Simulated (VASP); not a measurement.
# Al16BN14 (a cell with a defect) in VASP: further runs

Runs on Al16BN14 (a cell with a defect). Level: PBE. Tasks: single point.

All numbers are computed with VASP 6.6.1; they aren't measurements. Logs are shortened: lines on timing, memory, paths and dates and some standing lists are left out, and cuts for length are marked.

## 1. The cell of the first run

The cell holds a defect, 31 atoms: a = 6.260 Å, b = 6.260 Å, c = 10.035 Å, α = 90.00°, β = 90.00°, γ = 120.00°.

## 2. Single point, PBE

INCAR reads:

```
SYSTEM = Al16BN14
ALGO = Normal
EDIFF = 1E-6
ENCUT = 520
GGA = PE
GGA_COMPAT = .False.
ISIF = 2
ISMEAR = 0
LASPH = .True.
LCHARG = .False.
LREAL = Auto
LWAVE = .False.
NBANDS = 82
NELECT = 122.0
NELM = 120
PREC = Accurate
SIGMA = 0.01
```

KPOINTS reads:

```
Automatic mesh
0
Gamma
  1 1 1
  0.25 0.25 0.25
```

POSCAR reads:

```
Al16BN14
1.0
    6.2595139100      0.0000000600      0.0000000000
   -3.1297570100      5.4208980300      0.0000000000
    0.0000000000      0.0000000000     10.0348065900
Al N B
16 14 1
Direct
    0.3333333300      0.1666666700      0.2496176900
    0.1666666700      0.3333333300      0.4996176900
    0.3333333300      0.1666666700      0.7496176900
    0.1666666700      0.3333333300      0.9996176900
    0.3333333300      0.6666666700      0.2496176900
    0.1666666700      0.8333333300      0.4996176900
    0.3333333300      0.6666666700      0.7496176900
    0.1666666700      0.8333333300      0.9996176900
    0.8333333300      0.1666666700      0.2496176900
    0.6666666700      0.3333333300      0.4996176900
    0.8333333300      0.1666666700      0.7496176900
    0.6666666700      0.3333333300      0.9996176900
    0.8333333300      0.6666666700      0.2496176900
    0.6666666700      0.8333333300      0.4996176900
    0.8333333300      0.6666666700      0.7496176900
    0.6666666700      0.8333333300      0.9996176900
    0.3333333300      0.1666666700      0.4403823100
    0.1666666700      0.3333333300      0.1903823100
    0.3333333300      0.1666666700      0.9403823100
    0.1666666700      0.3333333300      0.6903823100
    0.3333333300      0.6666666700      0.4403823100
    0.3333333300      0.6666666700      0.9403823100
    0.1666666700      0.8333333300      0.6903823100
    0.8333333300      0.1666666700      0.4403823100
    0.6666666700      0.3333333300      0.1903823100
    0.8333333300      0.1666666700      0.9403823100
    0.6666666700      0.3333333300      0.6903823100
    0.6666666700      0.8333333300      0.1903823100
    0.8333333300      0.6666666700      0.9403823100
    0.6666666700      0.8333333300      0.6903823100
    0.8333333300      0.6666666700      0.4403823100
```

Potentials or basis: VASP PAW PBE potentials, release 64 (Al, N, B).

The run is started by

```
$ cat potpaw_PBE.64/Al/POTCAR potpaw_PBE.64/N/POTCAR potpaw_PBE.64/B/POTCAR > POTCAR
$ mpirun -np 1 vasp_std > vasp.out
```

OUTCAR:

```text
SYSTEM = Al16BN14
   EDIFF = 1E-6
   ENCUT = 520
   GGA = PE
   ISIF = 2
   ISMEAR = 0
   LASPH = .True.
   LREAL = Auto
   NELECT = 122.0
   NELM = 120
   PREC = Accurate

 ion  position               nearest neighbor table
   1  0.333  0.167  0.250-  18 1.90  25 1.90  17 1.91   4 3.09   2 3.09  12 3.09  10 3.09   8 3.09
                             6 3.09  13 3.13  13 3.13   9 3.13   9 3.13   5 3.13   5 3.13
   2  0.167  0.333  0.500-  17 1.90  24 1.90  21 1.90  20 1.91   1 3.09   3 3.09   9 3.09  11 3.09
                             5 3.09   7 3.09  14 3.13  14 3.13  10 3.13  10 3.13   6 3.13   6 3.13
   3  0.333  0.167  0.750-  20 1.90  27 1.90  23 1.90  19 1.91   2 3.09   4 3.09  10 3.09  12 3.09
                             6 3.09   8 3.09  15 3.13  15 3.13  11 3.13  11 3.13   7 3.13   7 3.13
   4  0.167  0.333  1.000-  19 1.90  26 1.90  22 1.90  18 1.91   1 3.09   3 3.09   9 3.09  11 3.09
                             5 3.09   7 3.09  16 3.13  16 3.13  12 3.13  12 3.13   8 3.13   8 3.13
   5  0.333  0.667  0.250-  28 1.90  18 1.90  21 1.91   8 3.09   6 3.09  16 3.09  14 3.09   4 3.09
                             2 3.09   9 3.13   9 3.13  13 3.13  13 3.13   1 3.13   1 3.13
   6  0.167  0.833  0.500-  21 1.90  31 1.90  17 1.90  23 1.91   5 3.09   7 3.09  13 3.09  15 3.09
                             1 3.09   3 3.09  10 3.13  10 3.13  14 3.13  14 3.13   2 3.13   2 3.13
   7  0.333  0.667  0.750-  23 1.90  30 1.90  20 1.90  22 1.91   6 3.09   8 3.09  14 3.09  16 3.09
                             2 3.09   4 3.09  11 3.13  11 3.13  15 3.13  15 3.13   3 3.13   3 3.13
   8  0.167  0.833  1.000-  22 1.90  29 1.90  19 1.90   7 3.09   5 3.09  15 3.09  13 3.09   3 3.09
                             1 3.09  12 3.13  12 3.13  16 3.13  16 3.13   4 3.13   4 3.13
   9  0.833  0.167  0.250-  25 1.90  18 1.90  28 1.90  24 1.91  10 3.09  12 3.09   2 3.09   4 3.09
[... 16 lines left out ...]
  18  0.167  0.333  0.190-   1 1.90   9 1.90   5 1.90   4 1.91
  19  0.333  0.167  0.940-   4 1.90  12 1.90   8 1.90   3 1.91
  20  0.167  0.333  0.690-   3 1.90  11 1.90   7 1.90   2 1.91
  21  0.333  0.667  0.440-   6 1.90  14 1.90   2 1.90   5 1.91
  22  0.333  0.667  0.940-   8 1.90  16 1.90   4 1.90   7 1.91
  23  0.167  0.833  0.690-   7 1.90  15 1.90   3 1.90   6 1.91
  24  0.833  0.167  0.440-  10 1.90   2 1.90  14 1.90   9 1.91
  25  0.667  0.333  0.190-   9 1.90   1 1.90  13 1.90  12 1.91
  26  0.833  0.167  0.940-  12 1.90   4 1.90  16 1.90  11 1.91
  27  0.667  0.333  0.690-  11 1.90   3 1.90  15 1.90  10 1.91
  28  0.667  0.833  0.190-  13 1.90   5 1.90   9 1.90  16 1.91
  29  0.833  0.667  0.940-  16 1.90   8 1.90  12 1.90  15 1.91
  30  0.667  0.833  0.690-  15 1.90   7 1.90  11 1.90  14 1.91
  31  0.833  0.667  0.440-  14 1.90   6 1.90  10 1.90  13 1.91

  LATTYP: Found a hexagonal cell.
 ALAT       =     6.2595139100
 C/A-ratio  =     1.6031287308

  Lattice vectors:

 A1 = (   6.2595139100,   0.0000000600,   0.0000000000)
 A2 = (  -3.1297570100,   5.4208980300,   0.0000000000)
 A3 = (   0.0000000000,   0.0000000000,  10.0348065900)

Analysis of symmetry for initial positions (statically):
=====================================================================
 Subroutine PRICEL returns:
 Original cell was already a primitive cell.

[... 178 lines left out ...]
     AMIX     =   0.40;   BMIX     =  1.00
     AMIX_MAG =   1.60;   BMIX_MAG =  1.00
  volume/ion in A,a.u.               =      10.98        74.12
  Fermi-wavevector in a.u.,A,eV,Ry     =   1.162754  2.197286 18.395032  1.351997
  Thomas-Fermi vector in A             =   2.299311
   LORBIT       =      0    0 simple, 1 ext, 2 COOP (PROOUT), +10 PAW based schemes
   GGA     = PE    functional components
   LHFCALC =     F    Hartree Fock is set to
   AEXX    =    0.0000 exact exchange contribution
   IVDW    =     0    specifies the selected vdW correction
   LEPSILON=     F    determine dielectric tensor
   LRPA    =     F    only Hartree local field effects (RPA)
 non-spin polarized calculation
 Gauss-broadening in eV      SIGMA  =   0.01
  energy-cutoff  :      520.00
  volume of cell :      340.50
 maximum number of plane-waves:      9148
 NGX is ok and might be reduce to    48
   NGX = 23   NGY = 23   NGZ = 37

 number of electron     121.9999984 magnetization

 Free energy of the ion-electron system (eV)
  ---------------------------------------------------
  ext. energy  EPLUGINS =         0.00000000
  ---------------------------------------------------
  free energy    TOTEN  =      -211.51863518 eV

  energy without entropy =     -211.51863518  energy(sigma->0) =     -211.51863518

 E-fermi :   8.1091     XC(G=0): -10.8004

 val. band max:        8.0612160518   @ k =   0.5000   0.2500   0.2500
 cond. band min:       8.8704660736   @ k =  -0.2500   0.5000   0.2500
 fundamental gap:      0.8092500218
 Fermi energy:         8.1091491899

 k-point     1 :       0.2500    0.2500    0.2500
  band No.  band energies     occupation
      1      -9.0063      2.00000
      2      -8.4871      2.00000
      3      -8.3820      2.00000
      4      -8.2296      2.00000
      5      -7.8214      2.00000
      6      -7.7724      2.00000
[... 217 lines left out ...]
     72      12.6688      0.00000
     73      12.8473      0.00000
 [bands above 73 left out]

------------------------ aborting loop because EDIFF is reached ----------------------------------------

  FORCE on cell =-STRESS in cart. coord.  units (eV):
  Direction    XX          YY          ZZ          XY          YZ          ZX
  --------------------------------------------------------------------------------------
  -------------------------------------------------------------------------------------
  Total       17.9372816     17.9131265     20.1499972      0.0209189      1.1382807      1.9715601
  in kB       84.4007592     84.2871018     94.8123076      0.0984302      5.3559821      9.2768331
  external PRESSURE =      87.8333895 kB  Pullay stress =       0.0000000 kB

 VOLUME and BASIS-vectors are now :
 -----------------------------------------------------------------------------
  energy-cutoff  :      520.00
  volume of cell :      340.50
      direct lattice vectors                 reciprocal lattice vectors
     6.259513910  0.000000060  0.000000000     0.159756813  0.092235641  0.000000000
    -3.129757010  5.420898030  0.000000000    -0.000000002  0.184471279  0.000000000
     0.000000000  0.000000000 10.034806590     0.000000000  0.000000000  0.099653141

 POSITION                                       TOTAL-FORCE (eV/Angst)
 -----------------------------------------------------------------------------------
      1.56488      0.90348      2.50487         0.187797      0.143875      1.005281
      0.00000      1.80697      5.01357        -0.319826     -0.184652     -0.476113
      1.56488      0.90348      7.52227         0.251793     -0.259727     -0.492681
      0.00000      1.80697     10.03097        -0.072788     -0.042024      0.149644
     -0.00000      3.61393      2.50487         0.218497      0.090699      1.005281
     -1.56488      4.51742      5.01357         0.103412      0.059705      0.009934
[... 23 lines left out ...]
      1.56488      4.51742      6.92785        -0.540067      0.184469      1.322313
      3.12976      3.61393      4.41915         0.633841      0.365948     -0.634683
 -----------------------------------------------------------------------------------
    total drift:                               -0.000329      0.000145      0.070564

  FREE ENERGIE OF THE ION-ELECTRON SYSTEM (eV)
  ---------------------------------------------------
  free  energy   TOTEN  =      -211.5186351815 eV

  energy  without entropy=     -211.5186351815  energy(sigma->0) =     -211.51863518
```

OSZICAR:

```text
N       E                     dE             d eps       ncg     rms          rms(c)
DAV:   1     0.520112746763E+03    0.52011E+03   -0.56716E+04   492   0.134E+03
DAV:   2    -0.196433991932E+03   -0.71655E+03   -0.69427E+03   618   0.263E+02
DAV:   3    -0.249632937591E+03   -0.53199E+02   -0.52873E+02   592   0.773E+01
DAV:   4    -0.250447332974E+03   -0.81440E+00   -0.81215E+00   600   0.103E+01
DAV:   5    -0.250461539304E+03   -0.14206E-01   -0.14197E-01   592   0.135E+00    0.331E+01
DAV:   6    -0.211985144302E+03    0.38476E+02   -0.15465E+02   568   0.354E+01    0.117E+01
DAV:   7    -0.211687045673E+03    0.29810E+00   -0.67019E+00   584   0.826E+00    0.763E+00
DAV:   8    -0.211532417404E+03    0.15463E+00   -0.72413E-01   592   0.328E+00    0.197E+00
DAV:   9    -0.211516081733E+03    0.16336E-01   -0.10114E-01   624   0.120E+00    0.580E-01
DAV:  10    -0.211518274105E+03   -0.21924E-02   -0.16933E-02   592   0.465E-01    0.260E-01
DAV:  11    -0.211518508254E+03   -0.23415E-03   -0.28861E-03   600   0.214E-01    0.124E-01
DAV:  12    -0.211518615885E+03   -0.10763E-03   -0.78697E-04   600   0.120E-01    0.414E-02
DAV:  13    -0.211518630954E+03   -0.15069E-04   -0.25462E-04   624   0.686E-02    0.195E-02
DAV:  14    -0.211518634564E+03   -0.36094E-05   -0.64944E-05   600   0.306E-02    0.112E-02
DAV:  15    -0.211518635181E+03   -0.61787E-06   -0.83518E-06   592   0.114E-02
   1 F= -.21151864E+03 E0= -.21151864E+03  d E =-.197753E-12
```

It took 2.5 min on 1 thread of Intel Xeon Platinum 8259CL at 2.50GHz (Skylake/Cascade Lake), shared host; peak memory 0.46 GiB.

What came out:

```yaml
Free_energy: -211.5186 eV
Largest_force: 1.831 eV/Å
```

Forces in eV/Å, atoms in the order of the input:
```
Al   0.188  0.144  1.005
Al  -0.320 -0.185 -0.476
Al   0.252 -0.260 -0.493
Al  -0.073 -0.042  0.150
Al   0.218  0.091  1.005
Al   0.103  0.060  0.010
Al  -0.099  0.348 -0.493
Al   0.377  0.218  0.094
Al  -0.144 -0.083  1.348
Al   0.392 -0.425 -0.306
Al  -0.246 -0.142 -0.438
Al   0.051 -0.290  0.380
Al  -0.505 -0.292  0.608
Al  -0.172  0.552 -0.306
Al   0.124  0.072 -1.595
Al  -0.226  0.189  0.380
N    0.229 -0.199 -0.518
N   -0.002 -0.001 -0.653
N   -0.198  0.104  0.114
N    0.075  0.043  0.390
N   -0.058  0.297 -0.518
N   -0.009 -0.224  0.114
N    0.653  0.377  1.498
N   -0.108 -0.062 -0.159
N   -0.108 -0.622 -1.719
N    0.166  0.096 -0.044
N   -0.110 -0.560  1.322
N   -0.592  0.218 -1.719
N    0.050  0.029  0.332
N   -0.540  0.184  1.322
B    0.634  0.366 -0.635
```

Caveat: the k points lie up to 0.58 Å⁻¹ apart; the cell carries a net charge on a neutralising background, which shifts energy and pressure; the cell is charged against a uniform background, so pressure and absolute levels hang on convention.

## 3. Single point, PBE

INCAR reads:

```
ALGO = Normal ; EDIFF = 1E-6
ENCUT = 520 ; GGA = PE
GGA_COMPAT = False ; ISIF = 2
ISMEAR = 0 ; LASPH = True
LCHARG = False ; LREAL = Auto
LWAVE = False ; NBANDS = 82
NELECT = 120.0 ; NELM = 120
PREC = Accurate ; SIGMA = 0.01
```

KPOINTS is that of step 2.

POSCAR is that of step 2.

Potentials or basis: VASP PAW PBE potentials, release 64 (Al, N, B).

The run is started by

```
$ cat potpaw_PBE.64/Al/POTCAR potpaw_PBE.64/N/POTCAR potpaw_PBE.64/B/POTCAR > POTCAR
$ mpirun -np 1 vasp_std > vasp.out
```

Run time: 3.4 min. Hardware: 1 thread of Intel Xeon Platinum 8259CL at 2.50GHz (Skylake/Cascade Lake), shared host; peak memory 0.46 GiB.

Results (log left out):

```yaml
Free_energy: -225.9613 eV
Largest_force: 2.881 eV/Å
```

Forces in eV/Å, atoms in the order of the input:
```
Al  -0.014  0.658  0.661
Al  -0.166 -0.096  0.259
Al  -0.124  0.054 -0.279
Al  -0.167 -0.096 -0.200
Al   0.563 -0.342  0.661
Al   2.391  1.380  0.823
Al  -0.016 -0.135 -0.279
Al   0.141  0.081 -0.968
Al   0.050  0.029  0.648
Al  -0.072 -2.624  1.132
Al   0.087  0.050 -0.078
Al   0.149 -0.133 -0.250
Al  -0.353 -0.204 -2.032
Al  -2.309  1.250  1.132
Al   0.019  0.011 -0.460
Al  -0.040  0.195 -0.250
N    0.011 -0.292 -0.773
N   -0.010 -0.006 -0.240
N   -0.019 -0.113  0.569
N    0.079  0.046 -0.008
N   -0.248  0.155 -0.773
N   -0.108  0.040  0.569
N    0.070  0.041  0.173
N    0.069  0.040 -0.467
N   -0.084 -0.238 -0.313
N   -0.004 -0.002  0.174
N   -0.031 -0.109  0.307
N   -0.248  0.046 -0.313
N    0.137  0.079  0.705
N   -0.110  0.028  0.307
B    0.355  0.205 -0.437
```

Levels at points of the mesh, in eV from the Fermi level:
```
           k point  band 58  band 59  band 60  band 61  band 62  band 63
(0.25, 0.25, 0.25)    -0.95    -0.40    -0.15     0.04     2.37     2.89
```

Caveat: the k points lie up to 0.58 Å⁻¹ apart; the cell carries a net charge on a neutralising background, which shifts energy and pressure; the cell is charged against a uniform background, so pressure and absolute levels hang on convention.
